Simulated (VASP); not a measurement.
# LiF (Fm-3m) in VASP: G0W0 quasiparticle levels with r2SCAN

Aim: the G0W0 quasiparticle levels of LiF with r2SCAN.

All numbers are computed with VASP 6.6.1; they aren't measurements. Logs are shortened: lines on timing, memory, paths and dates and some standing lists are left out, and cuts for length are marked.

### Step 1. The cell of the first run

It takes space group Fm-3m (No. 225, cubic). The conventional cell has a = 3.990 Å, b = 3.990 Å, c = 3.990 Å, α = 90.00°, β = 90.00°, γ = 90.00°. Li (site symmetry m-3m) has 6 F at 1.99 Å within 2.6 Å. F (site symmetry m-3m) has 6 Li at 1.99 Å within 2.6 Å.

### Step 2. G0W0 quasiparticle levels, r2SCAN

The input, POSCAR:

```
LiF
1.0
    0.0000000000      1.9948717375      1.9948717375
    1.9948717375      0.0000000000      1.9948717375
    1.9948717375      1.9948717375      0.0000000000
Li F
1 1
Direct
    0.0000000000      0.0000000000      0.0000000000
    0.5000000000      0.5000000000      0.5000000000
```

The input, INCAR.step1:

```
PREC = Accurate ; ENCUT = 500
EDIFF = 1E-8 ; ISMEAR = 0
SIGMA = 0.01 ; LREAL = False
LASPH = True ; NELM = 60
ALGO = Normal ; LWAVE = True
LCHARG = False ; METAGGA = R2SCAN
LMIXTAU = True
```

The input, INCAR.step2:

```
PREC = Accurate ; ENCUT = 500
EDIFF = 1E-8 ; ISMEAR = 0
SIGMA = 0.01 ; LREAL = False
LASPH = True ; NELM = 1
ALGO = Exact ; LWAVE = True
LCHARG = False ; METAGGA = R2SCAN
LMIXTAU = True ; NBANDS = 91
LOPTICS = True ; ISTART = 1
```

The input, INCAR.step3:

```
PREC = Accurate ; ENCUT = 500
EDIFF = 1E-8 ; ISMEAR = 0
SIGMA = 0.01 ; LREAL = False
LASPH = True ; ALGO = EVGW0
LWAVE = False ; LCHARG = False
METAGGA = R2SCAN ; LMIXTAU = True
NELMGW = 1 ; NBANDS = 91
ENCUTGW = 180.0 ; NOMEGA = 48
PRECFOCK = Fast ; ISTART = 1
NBANDSGW = 12
```

The input, KPOINTS:

```
regular mesh
0
Gamma
  8 8 8
```

Potentials or basis: VASP PAW PBE potentials, release 64 (Li_GW, F_GW).

The run is started by

```sh
$ cat potpaw_PBE.64/Li_GW/POTCAR potpaw_PBE.64/F_GW/POTCAR > POTCAR
$ cp INCAR.step1 INCAR
$ mpirun -np 1 vasp_std > vasp.out
$ cp INCAR.step2 INCAR
$ mpirun -np 1 vasp_std > vasp.out
$ cp INCAR.step3 INCAR
$ mpirun -np 1 vasp_std > vasp.out
```

OUTCAR:

```text
PREC = Accurate
   ENCUT = 500
   EDIFF = 1E-8
   ISMEAR = 0
   LREAL = False
   LASPH = True
   METAGGA = R2SCAN
   NELMGW = 1
   ENCUTGW = 180.0
   PRECFOCK = Fast
   ISTART = 1

 ion  position               nearest neighbor table
   1  0.000  0.000  0.000-   2 1.99   2 1.99   2 1.99   2 1.99   2 1.99   2 1.99
   2  0.500  0.500  0.500-   1 1.99   1 1.99   1 1.99   1 1.99   1 1.99   1 1.99

  LATTYP: Found a face centered cubic cell.
 ALAT       =     3.9897434750

  Lattice vectors:

 A1 = (   0.0000000000,   1.9948717375,   1.9948717375)
 A2 = (   1.9948717375,   0.0000000000,   1.9948717375)
 A3 = (   1.9948717375,   1.9948717375,   0.0000000000)

Analysis of symmetry for initial positions (statically):
=====================================================================
 Subroutine PRICEL returns:
 Original cell was already a primitive cell.

 Routine SETGRP: Setting up the symmetry group for a
 face centered cubic supercell.

 Subroutine GETGRP returns: Found 48 space group operations
 (whereof 48 operations were pure point group operations)
 out of a pool of 48 trial point group operations.

The static configuration has the point symmetry O_h .

Analysis of symmetry for dynamics (positions and initial velocities):
=====================================================================
 Subroutine PRICEL returns:
 Original cell was already a primitive cell.

 Routine SETGRP: Setting up the symmetry group for a
 face centered cubic supercell.

 Subroutine GETGRP returns: Found 48 space group operations
 (whereof 48 operations were pure point group operations)
 out of a pool of 48 trial point group operations.

The dynamic configuration has the point symmetry O_h .

 Subroutine INISYM returns: Found 48 space group operations
 (whereof 48 operations are pure point group operations),
 and found     1 'primitive' translations

----------------------------------------------------------------------------------------

                                     Primitive cell

[... 90 lines left out ...]
   EDIFF  = 0.1E-07   stopping-criterion for ELM
   LREAL  =      F    real-space projection
   EDIFFG = 0.1E-06   stopping-criterion for IOM
   NSW    =      0    number of steps for IOM
   IBRION =     -1    ionic relax: 0-MD 1-quasi-New 2-CG
   NFREE  =      0    steps in history (QN), initial steepest desc. (CG)
   ISIF   =      0    stress and relaxation
   ISYM   =      3    0-nonsym 1-usesym 2-fastsym
   POTIM  = 0.5000    time-step for ionic-motion
   TEBEG  =    0.0;   TEEND  =   0.0 temperature during run
   PSTRESS=    0.0 pullay stress
   NELECT =       8.0000    total number of electrons
   NUPDOWN=      -1.0000    fix difference up-down
   EMIN   =  10.00;   EMAX   =-10.00  energy-range for DOS
   EFERMI =   0.00;   METHOD = LEGACY
   ISMEAR =     0;   SIGMA  =   0.01  broadening in eV -4-tet -1-fermi 0-gaus
   EFERMI_NEDOS =   21; number of points for ismear=-14 and -15
   IALGO  =     38    algorithm
   IMIX   =      4    mixing-type and parameters
     AMIX     =   0.40;   BMIX     =  1.00
     AMIX_MAG =   1.60;   BMIX_MAG =  1.00
  volume/ion in A,a.u.               =       7.94        53.57
  Fermi-wavevector in a.u.,A,eV,Ry     =   1.302706  2.461758 23.089682  1.697044
  Thomas-Fermi vector in A             =   2.433757
   LORBIT       =      0    0 simple, 1 ext, 2 COOP (PROOUT), +10 PAW based schemes
   METAGGA = R2SCAN    functional components
   LHFCALC =     T    Hartree Fock is set to
   PRECFOCK=fast      Normal, Fast or Accurate (Low or Medium for compatibility)
   ENCUT4O =  -1.0   cutoff for four orbital integrals eV
   NKREDX  =     1    reduce k-point grid by
   NKREDY  =     1    reduce k-point grid by
   NKREDZ  =     1    reduce k-point grid by
   AEXX    =    1.0000 exact exchange contribution
   HFSCREEN=    0.0000 screening length (either q_TF or 0.3 A-1)
   HFSCREENC=   0.0000 screening length for correlation (either q_TF or 0.3 A-1)
   ENCUTFOCK=  -1.0 apply spherical cutoff to Coloumb kernel
   IVDW    =     0    specifies the selected vdW correction
   LEPSILON=     F    determine dielectric tensor
   LRPA    =     F    only Hartree local field effects (RPA)
   LRPAFORCE           =     F    calculate RPA forces
   ENCUTGW             = 180.0    cutoff for response function in eV
   ENCUTGWSOFT         = 144.0    soft cutoff for Coulomb kernel in GW response function in eV
   ENCUTLF             =  -1.0    cutoff for local field effects
   NELMGW              =     1    number of iterations in solving QP/BSE equation
   NELMHF              =     1    number of iterations in the inner HF iteration
   NKREDLFX            =     1    NKREDLFY  =   1   NKREDLFZ  =   1
 non-spin polarized calculation
 Gauss-broadening in eV      SIGMA  =   0.01
  energy-cutoff  :      500.00
  volume of cell :       15.88
 maximum number of plane-waves:       415
 NGX is ok and might be reduce to    24
  NGX = 14; NGY = 14; NGZ = 14
   NGX = 11   NGY = 11   NGZ = 11
 maximum number of plane-waves:        92
 NGX is ok and might be reduce to    14

 QP shifts <psi_nk| G(iteration)W_0 |psi_nk>: iteration 1
 for sc-GW calculations column KS-energies equals QP-energies in previous step
 and V_xc(KS)=  KS-energies - (<T + V_ion + V_H > + <T+V_H+V_ion>^1  + <V_x>^1)

 k-point   1 :       0.0000    0.0000    0.0000
  band No.  KS-energies  QP-energies   sigma(KS)   V_xc(KS)     V^pw_x(r,r')   Z            occupation Imag(sigma)

      1     -24.9585     -28.0026     -28.2276     -24.3275     -36.6652       0.7805       2.0000       1.0463
      2      -3.7214      -6.0192     -26.4575     -23.6931     -30.7630       0.8312       2.0000       0.0981
      3      -3.7214      -6.0192     -26.4575     -23.6931     -30.7630       0.8312       2.0000       0.0981
      4      -3.7214      -6.0192     -26.4575     -23.6931     -30.7630       0.8312       2.0000       0.0981
      5       6.5732       8.1508      -8.3061     -10.0726      -5.3665       0.8931       0.0000      -0.0511
      6      22.1554      23.5419      -6.2833      -7.8604      -2.6510       0.8791       0.0000      -0.1266
      7      22.1554      23.5419      -6.2833      -7.8604      -2.6510       0.8791       0.0000      -0.1266
      8      22.1554      23.5419      -6.2833      -7.8604      -2.6510       0.8791       0.0000      -0.1266
      9      22.1801      24.0848      -5.2630      -7.4476      -1.5274       0.8719       0.0000      -0.1176
     10      22.1801      24.0848      -5.2630      -7.4476      -1.5274       0.8719       0.0000      -0.1176
     11      22.1801      24.0848      -5.2630      -7.4476      -1.5274       0.8719       0.0000      -0.1176
     12      25.3057      25.9494      -5.3177      -6.0734      -1.0557       0.8518       0.0000      -0.4154
[... 356 lines left out ...]
      1     -24.3430     -27.2588     -28.9385     -25.1090     -37.3337       0.7614       2.0000       0.9447
      2      -6.1539      -8.9490     -23.6218     -20.2278     -27.7755       0.8236       2.0000       0.1084
      3      -5.0076      -7.5635     -24.7791     -21.6901     -28.9592       0.8274       2.0000       0.1016
      4      -4.2446      -6.6543     -25.9262     -23.0171     -30.2106       0.8283       2.0000       0.0998
      5      10.0875      11.8563      -8.1023     -10.0988      -5.0894       0.8860       0.0000      -0.0500
      6      13.4849      15.5504      -9.5022     -11.8639      -6.3343       0.8746       0.0000      -0.0594
      7      16.8643      18.7467      -6.2277      -8.3526      -2.8439       0.8859       0.0000      -0.0675
      8      17.0917      18.9019      -6.9560      -9.0160      -3.5427       0.8787       0.0000      -0.0672
      9      25.7256      27.1312      -6.5453      -8.1597      -2.4886       0.8706       0.0000      -0.3193
     10      26.9339      28.2569      -6.0550      -7.5959      -1.9508       0.8585       0.0000      -0.3141
     11      32.7767      34.2968      -6.6491      -8.2776      -2.2599       0.9334       0.0000      -0.8420
     12      35.0188      37.2742      -7.8293     -10.2825      -3.5011       0.9193       0.0000      -0.8393

 [... further k-points ...]
```

OUTCAR.step1:

```text
PREC = Accurate
   ENCUT = 500
   EDIFF = 1E-8
   ISMEAR = 0
   LREAL = False
[... 486 lines left out ...]
      0.00000      0.00000      0.00000         0.000000      0.000000     -0.000000
      1.99487      1.99487      1.99487        -0.000000     -0.000000      0.000000
 -----------------------------------------------------------------------------------
    total drift:                               -0.000000     -0.000000      0.000000

  FREE ENERGIE OF THE ION-ELECTRON SYSTEM (eV)
  ---------------------------------------------------
  free  energy   TOTEN  =       -11.7825163448 eV

  energy  without entropy=      -11.7825163448  energy(sigma->0) =      -11.78251634
```

It took 30 min on 1 thread of Intel Xeon 8259CL, shared host; peak memory 0.74 GiB.

What came out:

- Quasiparticle gap: 14.17 eV
- Least direct quasiparticle gap: 14.17 eV
- Band gap of the starting levels on the mesh: 10.29 eV
- Least direct gap of the starting levels on the mesh: 10.29 eV

Caveat: bands, screening cutoff and mesh are small and nothing is extrapolated, so the quasiparticle values aren't converged.
